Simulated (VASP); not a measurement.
Runs of VASP 6.6.1 on ZrC. The structure is that of space group Pm-3m (No. 221), or close to it. The cells are those of the table. 

```csv
cell,gap on the mesh (eV),pressure (GPa)
"a = 2.897 Å, 2 atoms",none,4.3
"a = 2.877 Å, 2 atoms",none,9.0
"a = 2.915 Å, 2 atoms",none,0.2
"a = 2.916 Å, 2 atoms",none,(a)
```

Alike in all rows: task single point; level r2SCAN; potentials or basis VASP PAW PBE potentials, release 64 (Zr_sv, C); no spin polarisation; k mesh 12 × 12 × 12; cutoff (eV) 660; smearing gaussian 0.05 eV.

Question: Fill in the values left out.

Answer: (a) 0.0.

Caveats: the PAW data sets were made with another functional, which shifts forces and pressure a little; the cell stands under pressure (at least some runs).

A k mesh can miss the band edges, and the runs leave out spin-orbit coupling on Zr.

A gap of «none» marks levels without a gap at the run's occupations.
